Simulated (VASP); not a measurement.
Crystal: Ga4As3P.

```
Ga P As
1.0
     5.49411    0.00000    0.00000
     0.00000    5.49411    0.00000
     0.00000    0.00000    5.49411
Ga P As
4 1 3
Direct
  0.75000 0.75000 0.75000
  0.75000 0.25000 0.25000
  0.25000 0.75000 0.25000
  0.25000 0.25000 0.75000
  0.50000 0.50000 0.50000
  0.00000 0.00000 0.50000
  0.00000 0.50000 0.00000
  0.50000 0.00000 0.00000
```

| Property | Result |
| --- | --- |
| Program | VASP 6.6.1 |
| Task | relaxation of cell and atoms |
| Functional | PBE |
| Potentials or basis | VASP PAW PBE potentials, release 64 (Ga_d, P, As) |
| Cutoff | 600 eV |
| k mesh | 4 × 4 × 4 |
| Occupations | gaussian, width 0.1 eV |
| Spin | no spin polarisation |

At the start: pressure 8.6 GPa; volume 20.73 Å³/atom.

How do energy, volume and symmetry change on relaxing?

Over 6 steps the energy falls by 62.8 meV/atom and the volume is 22.94 Å³/atom (+10.7 %); space group P-43m (No. 215, to 0.05 Å).

Step by step:
| step | energy change (eV) | largest force (eV/Å) | pressure (GPa) | volume (Å³) |
| --- | --- | --- | --- | --- |
| 1 | 0.0000 | 0.7295 | 8.61 | 165.84 |
| 2 | -0.4002 | 0.1055 | -3.00 | 194.03 |
| 3 | -0.4909 | 0.2659 | -0.34 | 184.61 |
| 4 | -0.4908 | 0.2737 | 0.00 | 184.22 |
| 5 | -0.5003 | 0.1258 | 0.07 | 183.79 |
| 6 | -0.5025 | 0.0274 | 0.15 | 183.51 |

Final structure:
```
CELL_PARAMETERS angstrom
5.68265 0.00000 0.00000
0.00000 5.68265 0.00000
0.00000 0.00000 5.68265
ATOMIC_POSITIONS crystal
Ga 0.74550 0.74550 0.74550
Ga 0.74550 0.25450 0.25450
Ga 0.25450 0.74550 0.25450
Ga 0.25450 0.25450 0.74550
P 0.50000 0.50000 0.50000
As 0.00000 0.00000 0.50000
As 0.00000 0.50000 0.00000
As 0.50000 0.00000 0.00000
```
